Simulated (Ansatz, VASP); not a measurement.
## SrO: VASP beside Ansatz

The input POSCAR:

```
SrO
1.0
    0.0000000000      2.5798927166      2.5798927166
    2.5798927166      0.0000000000      2.5798927166
    2.5798927166      2.5798927166      0.0000000000
Sr O
1 1
Direct
    0.5000000000      0.5000000000      0.5000000000
    0.0000000000      0.0000000000      0.0000000000
```

File INCAR.step1:

```
PREC = Accurate ; ENCUT = 520
EDIFF = 1E-5 ; ISMEAR = 0
SIGMA = 0.01 ; LREAL = F
LASPH = T ; NELM = 120
ALGO = Normal ; ISIF = 2
LWAVE = T ; LCHARG = F
GGA = PE ; NBANDS = 15
GGA_COMPAT = F
```

File INCAR.step2:

```
PREC = Accurate ; ENCUT = 520
EDIFF = 1E-6 ; ISMEAR = 0
SIGMA = 0.01 ; LREAL = F
LASPH = T ; NELM = 120
ALGO = Normal ; ISIF = 2
LWAVE = F ; LCHARG = F
GGA = PE ; LHFCALC = T
HFSCREEN = 0.2079 ; PRECFOCK = Normal
ISTART = 1 ; NBANDS = 15
GGA_COMPAT = F
```

Contents of KPOINTS:

```
Automatic mesh
0
Gamma
  6 6 6
```

Input for Ansatz:

```yaml
crystal:
  lattice:
    - [0.0, 2.5798927166, 2.5798927166]
    - [2.5798927166, 0.0, 2.5798927166]
    - [2.5798927166, 2.5798927166, 0.0]
  atoms:
    - { symbol: Sr, position: [0.5, 0.5, 0.5] }
    - { symbol: O, position: [0.0, 0.0, 0.0] }
kpoints:
  mp_grid: { grid: [6, 6, 6] }
  band_path:
    path:
      - [0.0, 0.0, 0.0]
      - [0.5, 0.0, 0.5]
      - [0.625, 0.25, 0.625]
      - [0.375, 0.375, 0.75]
      - [0.5, 0.5, 0.5]
      - [0.5, 0.25, 0.75]
      - [0.0, 0.5, 0.5]
    npoints: 1
hamiltonian:
  xc: hse06
scf:
  occupations: { method: fixed }
  n_extra_bands: 4
output:
  forces: true
  stress: true
  eigenvalues: true
  write_density: true
  write_potential: true
  elf: true
  volumetric_format: npy
```

Alike in both runs: task single point; functional HSE06; k mesh 6 × 6 × 6; no spin polarisation.

```csv
,VASP,Ansatz
version,VASP 6.6.1,Ansatz 0.2.0
potentials or method,"VASP PAW PBE potentials, release 64 (Sr_sv, O)","plane waves, PAW"
plane-wave cutoff (eV),520,420
occupations,"gaussian, width 0.01 eV",fixed
valence electrons in the cell,16,16
```

```csv
,VASP,Ansatz,Ansatz less VASP
gap on the k mesh at the Fermi level (eV),4.74,4.79,+0.050
pressure (GPa),0.2,-0.3,-0.52
```

Ansatz's warnings: stress exchange threshold loose, stress scf threshold loose.
